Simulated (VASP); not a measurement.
**LiMgBN2: single point with PBEsol**

Crystal: LiMgBN2.

```
CELL_PARAMETERS angstrom
-1.79666 1.79666 4.20694
1.79666 -1.79666 4.20694
1.79666 1.79666 -4.20694
ATOMIC_POSITIONS crystal
Li 0.25000 0.75000 0.50000
Mg 0.75000 0.25000 0.50000
B 0.50000 0.50000 0.00000
N 0.64264 0.64264 0.00000
N 0.35736 0.35736 0.00000
```

This cell differs from its parent crystal: atoms shifted along a free coordinate.

```json
{
  "Program": "VASP 6.6.1",
  "Task": "single point",
  "Functional": "PBEsol",
  "Potentials or basis": "VASP PAW PBE potentials, release 64 (Li_sv, Mg, B, N)",
  "Cutoff": "520 eV",
  "k mesh": "8 × 8 × 8",
  "Occupations": "gaussian, width 0.05 eV",
  "Spin": "no spin polarisation",
  "Dipole correction": "no",
  "Further INCAR settings": "ALGO = Normal; EDIFF = 1e-07; NBANDS = 17"
}
```

| Item | Value |
| --- | --- |
| Largest force | 10.777 eV/Å |
| Band gap on the k mesh | 3.06 eV (least direct gap 3.41 eV) |

Forces on the atoms (eV/Å):
```
Li    0.000   0.000   0.000
Mg    0.000   0.000   0.000
B     0.000   0.000   0.000
N     0.000   0.000  10.777
N     0.000   0.000 -10.777
```

Levels at points of the mesh, in eV from the valence-band top:
```tsv
k point	band 5	band 6	band 7	band 8	band 9	band 10	band 11	band 12	band 13	band 14
(0.00, 0.00, 0.00)	-2.79	-2.79	-2.60	-1.42	-1.42	3.06	6.10	8.79	9.84	9.84
(0.50, 0.00, 0.00)	-4.28	-3.05	-3.00	-1.17	-0.62	6.25	6.50	8.38	8.45	9.54
(0.50, 0.50, 0.00)	-4.05	-3.85	-3.63	-2.05	-0.61	5.02	6.90	7.93	8.32	10.98
(0.50, 0.50, 0.50)	-3.54	-3.54	-3.33	0.00	0.00	3.41	7.39	7.75	7.75	9.21
```

It took 3.1 min on 1 thread of Intel Xeon 8259CL, with other jobs on the host, peak memory 0.27 GiB.

Caveat: the cell differs from its parent crystal (atoms shifted along a free coordinate); the PAW data sets were made with another functional, which shifts forces and pressure a little. A k mesh can miss the band edges.
